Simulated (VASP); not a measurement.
Set up this calculation in VASP 6.6.1, as the native input.

```yaml
Task: relaxation of cell and atoms
Functional: r2SCAN
Potentials_or_basis: VASP PAW PBE potentials, release 64 (Ta_pv, N)
Cutoff: 600 eV
k_mesh: 17 × 17 × 17
Occupations: fermi-dirac, width 0.05 eV
Spin: no spin polarisation
Dipole_correction: no
Further_INCAR_settings: ALGO = Normal; EDIFF = 1e-06; IBRION = 2; EDIFFG = -0.005; NSW = 60; ISIF = 3
```

The system is TaN (rocksalt type).

```
Ta N
1.0
     0.00000    2.15443    2.15443
     2.15443    0.00000    2.15443
     2.15443    2.15443    0.00000
Ta N
1 1
Cartesian
  0.0000 0.0000 0.0000
  2.1544 2.1544 2.1544
```

The input as run:

POSCAR

```
TaN
1.0
    0.0000000000      2.1544346900      2.1544346900
    2.1544346900      0.0000000000      2.1544346900
    2.1544346900      2.1544346900      0.0000000000
Ta N
1 1
Direct
    0.0000000000      0.0000000000      0.0000000000
    0.5000000000      0.5000000000      0.5000000000
```

INCAR.step1

```
  PREC = Accurate
  ENCUT = 600
  ISMEAR = -1
  SIGMA = 0.05
  LREAL = False
  LASPH = True
  NELM = 60
  GGA = PE
  ALGO = Normal
  EDIFF = 1E-4
  LWAVE = True
  LCHARG = False
```

INCAR.step2

```
  PREC = Accurate
  ENCUT = 600
  EDIFF = 1E-6
  ISMEAR = -1
  SIGMA = 0.05
  LREAL = False
  LASPH = True
  NELM = 60
  ALGO = Normal
  ISIF = 3
  LWAVE = False
  LCHARG = False
  METAGGA = R2SCAN
  LMIXTAU = True
  IBRION = 2
  NSW = 60
  EDIFFG = -0.005
  ISTART = 1
```

KPOINTS

```
regular mesh
0
Gamma
  17 17 17
```

Potentials or basis: VASP PAW PBE potentials, release 64 (Ta_pv, N).

Run with:

```sh
$ cat potpaw_PBE.64/Ta_pv/POTCAR potpaw_PBE.64/N/POTCAR > POTCAR
$ cp INCAR.step1 INCAR
$ mpirun -np 1 vasp_std > vasp.out
$ cp INCAR.step2 INCAR
$ mpirun -np 1 vasp_std > vasp.out
```

Results of the run:

* Relaxed volume: 10.68 Å³/atom
* Relaxed cell: a = 3.115 Å, b = 3.115 Å, c = 3.115 Å, α = 60.00°, β = 60.00°, γ = 60.00°
* Space group after relaxing (to 0.1 Å): Fm-3m (No. 225)
* Energy gained by relaxing: 53.2 meV/atom
* Ionic steps: 17
* Pressure after relaxing: -0.1 GPa
* Band gap on the k mesh: zero (bands 8 and 9 overlap by 4.01 eV)

Caveat: the PAW data sets were made with another functional, which shifts forces and pressure a little; spin-orbit coupling is left out, which moves the levels of the heavy elements.

It took 14 min on 1 thread of Intel Xeon 8259CL, with other jobs on the host, peak memory 0.21 GiB.
